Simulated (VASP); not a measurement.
A run of VASP 6.6.1 is set up as follows.

Contents of INCAR:

```
SYSTEM = Li2O
  PREC = Accurate
  ENCUT = 750
  EDIFF = 1E-6
  ISMEAR = -1
  SIGMA = 0.0272
  LREAL = .False.
  LASPH = .True.
  NELM = 120
  ALGO = Normal
  ISIF = 2
  LWAVE = .False.
  LCHARG = .True.
  GGA = PE
  LELF = .True.
  LVHAR = .True.
  NBANDS = 13
  GGA_COMPAT = .False.
```

The input KPOINTS:

```
regular mesh
0
Gamma
  8 8 8
  0 0 0
```

The input POSCAR:

```
Li2O
1.0
    0.0000000000      2.3050000000      2.3050000000
    2.3050000000      0.0000000000      2.3050000000
    2.3050000000      2.3050000000      0.0000000000
Li O
2 1
Direct
    0.2500000000      0.2500000000      0.2500000000
    0.7500000000      0.7500000000      0.7500000000
    0.0000000000      0.0000000000      0.0000000000
```

Potentials or basis: VASP PAW PBE potentials, release 64 (Li_sv, O).

Command:

```bash
$ cat potpaw_PBE.64/Li_sv/POTCAR potpaw_PBE.64/O/POTCAR > POTCAR
$ mpirun -np 1 vasp_std > vasp.out
```

Task: Estimate the pressure.

Result: 0.5 GPa.

Task: Predict the band gap on the k mesh.

Result: 4.99 eV, indirect (least direct gap 5.31 eV).

A k mesh can miss the band edges. PBE gaps usually lie below the measured ones, often by a third to a half.
